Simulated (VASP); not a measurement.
# SiC (P1) in VASP: further runs, part 2 of 2

VASP 6.6.1. Earlier steps stand in the parts before.

**3. Relaxation of cell and atoms, PBE**

File INCAR:

```
SYSTEM = SiC
PREC = Accurate
ENCUT = 600
EDIFF = 1E-6
ISMEAR = 0
SIGMA = 0.1
LREAL = Auto
LASPH = .True.
NELM = 60
ALGO = Normal
ISIF = 3
LWAVE = .False.
LCHARG = .False.
GGA = PE
IBRION = 2
NSW = 70
EDIFFG = -0.04
ISYM = 0
```

File KPOINTS:

```
Automatic mesh
0
Gamma
  3 3 2
  0 0 0.5
```

File POSCAR:

```
SiC
1.0
    2.2456616100      2.2456616100      4.4913232200
   -2.2456616100     -2.2456616100      4.4913232200
    6.7369848300     -4.4913232200      2.2456616100
C Si
10 10
Direct
    0.1971657541      0.0002996353      0.6048388991
    0.0976997073      0.5016302141      0.8006179168
    0.6035325714      0.9989749975      0.7957713676
    0.2935630731      0.5019394251      0.3998045758
    0.7008377605      0.5003312031      0.6026815647
    0.4963585728      0.5035227912      0.9928627556
    0.8989268304      0.4961147789      0.2022365503
    0.9683228408      0.8714519040      0.8015832137
    0.3823542170      0.8696913622      0.0035128737
    0.7790763600      0.8668147060      0.1993508391
    0.9974103326      0.0034297045      0.0005319804
    0.3938164105      0.0014504044      0.2014117421
    0.7991211279      0.0026974548      0.3999337876
    0.5755902356      0.8759267940      0.5989436034
    0.4766888474      0.3703190427      0.8034784562
    0.6707419866      0.3738286005      0.3998404546
    0.1781269413      0.8726998655      0.4034934319
    0.0771814661      0.3773299474      0.5975356952
    0.8815903185      0.3740579090      0.9969579776
    0.2742081631      0.3792846893      0.1964234541
```

Potentials or basis: VASP PAW PBE potentials, release 64 (C, Si).

Command:

```bash
> cat potpaw_PBE.64/C/POTCAR potpaw_PBE.64/Si/POTCAR > POTCAR
> mpirun -np 1 vasp_std > vasp.out
```

Wall time 66 min (1 thread of Oxide Virtual Turin-like, shared host); peak memory 0.43 GiB.

The run converged. Its results:

```yaml
Free_energy: -141.7287 eV
Relaxed_volume: 10.97 Å³/atom
Relaxed_cell: a = 5.354 Å, b = 5.490 Å, c = 8.307 Å, α = 84.10°, β = 71.27°, γ = 71.63°
Space_group_after_relaxing_to_0.1_Å: P1 (No. 1)
Energy_gained_by_relaxing: 538.8 meV/atom
Ionic_steps: 19
Pressure_after_relaxing: 0.0 GPa
Largest_force_after_relaxing: 0.033 eV/Å
Band_gap_on_the_k_mesh: 0.82 eV
```

Forces on the atoms (eV/Å):
```
C   -0.011  0.019 -0.002
C   -0.005 -0.005  0.005
C   -0.020  0.011 -0.004
C   -0.006 -0.015  0.001
C    0.015 -0.012  0.006
C   -0.007  0.001  0.004
C   -0.009  0.001  0.002
C   -0.007  0.021 -0.007
C    0.009  0.013 -0.010
C    0.004  0.011 -0.010
Si  -0.003 -0.003  0.003
Si  -0.002  0.014  0.001
Si  -0.012 -0.005  0.019
Si   0.001 -0.005  0.017
Si   0.023 -0.014  0.000
Si   0.016 -0.019 -0.018
Si  -0.025  0.007  0.021
Si  -0.007 -0.001 -0.001
Si   0.022 -0.008 -0.014
Si   0.022 -0.012 -0.012
```

Step by step:
```
step  energy change (eV)  largest force (eV/Å)  pressure (GPa)  volume (Å³)
   1              0.0000               10.9244            8.41       226.50
   2              0.2580               12.7768           -4.14       245.96
   3             -7.4967                3.4705           -6.33       234.58
   4             -7.5165                3.3417           -6.13       234.26
   5             -9.7456                2.5695           -1.37       223.02
   6             -9.8437                2.8298            0.75       220.19
   7            -10.1514                4.6507            3.69       216.20
   8            -10.4279                2.1731            1.97       217.78
   9            -10.6279                1.0617           -1.00       220.72
  10            -10.6778                0.6049           -0.23       219.77
  11            -10.7478                0.3134           -0.31       219.88
  12            -10.7483                0.3425           -0.31       219.89
  13            -10.7664                0.1617            0.14       219.37
  14            -10.7672                0.1749            0.26       219.24
  15            -10.7730                0.0919           -0.04       219.55
  16            -10.7731                0.1066           -0.10       219.61
  17            -10.7750                0.0720           -0.03       219.53
  18            -10.7751                0.0739           -0.03       219.53
  19            -10.7757                0.0335            0.03       219.45
```

Final structure:
```
C Si
1.0
     2.19955    2.20410    4.35552
    -2.28248   -2.28809    4.43783
     6.65703   -4.46641    2.17798
C Si
10 10
Direct
  0.15480 0.98372 0.64249
  0.08226 0.53643 0.79804
  0.62104 0.96920 0.81342
  0.28950 0.49007 0.41277
  0.69039 0.49067 0.60800
  0.49338 0.54497 0.99364
  0.89153 0.54026 0.19695
  0.96051 0.86147 0.79496
  0.41944 0.85257 0.97129
  0.81693 0.83878 0.17458
  0.03255 0.96839 0.98307
  0.44674 0.97765 0.17132
  0.78579 0.98956 0.37407
  0.54170 0.85786 0.62800
  0.46847 0.37323 0.80676
  0.66474 0.41444 0.39623
  0.18798 0.85002 0.42955
  0.06173 0.36707 0.61209
  0.86434 0.41457 0.99847
  0.26848 0.42087 0.19612
```

Levels at points of the mesh, in eV from the valence-band top:
```csv
k point,band 36,band 37,band 38,band 39,band 40,band 41,band 42,band 43,band 44,band 45
"(0.00, 0.00, 0.25)",-1.43,-1.10,-0.81,-0.38,0.00,0.82,1.75,2.26,3.13,3.41
```

Caveat: the k points lie up to 0.43 Å⁻¹ apart in the final cell; a shifted mesh leaves out Γ, where band edges can lie. A k mesh can miss the band edges.

**4. Single point, PBE**

This run uses another cell than the first one, of 12.88 Å³/atom.

File INCAR:

```
PREC = Accurate
ENCUT = 520
EDIFF = 1E-6
ISMEAR = 0
SIGMA = 0.1
LREAL = Auto
LASPH = True
NELM = 100
ALGO = Normal
ISIF = 2
LWAVE = False
LCHARG = True
GGA = PE
LELF = True
LVHAR = True
ISYM = 0
NBANDS = 56
```

File KPOINTS:

```
Automatic mesh
0
Gamma
  4 4 3
```

File POSCAR:

```
SiC
1.0
    2.4990491963      2.5321296211      4.6873103719
   -2.5446433840     -2.5333409908      4.7346574753
    6.6441853576     -4.1602457069      2.3103183127
C Si
10 10
Direct
    0.2031118974      0.9120415427      0.6195771063
    0.0030576539      0.3954549910      0.7924273284
    0.0403540809      0.0189624366      0.9412126402
    0.6980751819      0.5083788122      0.6418227560
    0.4350922755      0.5222044522      0.9616580195
    0.5573090601      0.3969058487      0.8097838167
    1.0091546471      0.9629322421      0.7742867963
    0.1735029237      0.8791190550      0.4488956283
   -0.0313080669      0.4745876925      0.6430194729
    0.9877475209      0.2884494341      0.9449603905
    0.6541538913      0.0564443590      0.8040379937
    0.3838848535      0.9817349810      0.2312220753
    0.2395848881      0.5428778912      0.4483552819
    0.8533819994      0.9782306848      0.4036139216
    0.9017393713      0.4760526438      0.1485001005
    0.5483256773      0.8403763619      0.6165319914
    0.3578014958      0.8573095313      0.9838858777
    0.8255866228      0.8834037915      0.1409924929
    0.6602491203      0.3849535618      0.4401447444
    0.2872373374      0.3860317458      0.1804556863
```

Command:

```bash
> cat potpaw_PBE.64/C/POTCAR potpaw_PBE.64/Si/POTCAR > POTCAR
> mpirun -np 1 vasp_std > vasp.out
```

Run time: 16 min. Hardware: 1 thread of Oxide Virtual Turin-like, shared host; peak memory 0.45 GiB.

Results (log left out):

```
Free energy            : -136.9816 eV
Pressure               : 0.0 GPa
Largest force          : 0.043 eV/Å
Band gap on the k mesh : 0.64 eV (least direct gap 0.87 eV)
```

Forces in eV/Å, atoms in the order of the input:
```
C    0.015  0.030  0.027
C   -0.002  0.007  0.007
C    0.027 -0.011 -0.006
C   -0.024  0.009 -0.008
C    0.002 -0.040  0.007
C    0.005  0.031 -0.021
C   -0.004 -0.017 -0.024
C   -0.013  0.007 -0.010
C   -0.018  0.009  0.027
C    0.031 -0.014  0.019
Si   0.000  0.002 -0.019
Si  -0.007  0.012  0.007
Si  -0.007  0.010 -0.007
Si  -0.013 -0.008 -0.012
Si   0.006 -0.007  0.006
Si  -0.002 -0.003  0.013
Si  -0.004 -0.007  0.014
Si   0.008 -0.004 -0.004
Si  -0.003  0.006 -0.004
Si   0.003 -0.011 -0.010
```

Levels at points of the mesh, in eV from the valence-band top:
| k point | band 37 | band 38 | band 39 | band 40 | band 41 | band 42 | band 43 | band 44 |
| --- | --- | --- | --- | --- | --- | --- | --- | --- |
| (0.00, 0.00, 0.00) | -1.34 | -1.28 | -0.97 | -0.31 | 0.95 | 1.30 | 1.72 | 2.08 |
| (0.50, 0.00, 0.00) | -1.66 | -1.46 | -0.68 | -0.26 | 1.15 | 1.29 | 1.47 | 1.59 |
| (0.00, 0.50, 0.00) | -1.77 | -1.49 | -0.85 | -0.72 | 1.08 | 1.47 | 1.64 | 1.83 |
| (0.50, 0.50, 0.00) | -1.34 | -1.27 | -0.71 | -0.58 | 0.64 | 0.92 | 1.29 | 1.43 |

Caveat: semilocal functionals underestimate gaps, and a narrow one can read as zero.

**5. The runs side by side**

| task | cell | k mesh | cutoff (eV) | gap on the mesh (eV) | pressure (GPa) | relaxed volume (Å³/atom) | largest force (eV/Å) |
| --- | --- | --- | --- | --- | --- | --- | --- |
| relaxation of cell and atoms | relaxed from a = 5.501, b = 5.501, c = 8.402 Å, angles 83.7, 70.9, 70.5°, 20 atoms, atomic positions A | 3 × 3 × 2, shifted | 600 | 0.63 | 0.0 | 11.01 | 0.03 |
| relaxation of cell and atoms | relaxed from a = 5.501, b = 5.501, c = 8.402 Å, angles 83.7, 70.9, 70.5°, 20 atoms, atomic positions B | 3 × 3 × 2, shifted | 600 | 0.82 | 0.0 | 10.97 | 0.03 |
| single point | a = 5.885, b = 5.942, c = 8.173 Å, angles 84.6, 69.4, 74.4°, 20 atoms, atomic positions C | 4 × 4 × 3 | 520 | 0.64 | 0.0 | - | 0.04 |

Alike in all rows: level PBE; potentials or basis VASP PAW PBE potentials, release 64 (C, Si); no spin polarisation; smearing gaussian 0.1 eV.

Caveats: some runs use coarse meshes; semilocal functionals underestimate gaps, and a narrow one can read as zero (at least some runs); a shifted mesh leaves out Γ, where band edges can lie (at least some runs).

Absolute energies hang on the potentials; compare differences alone.
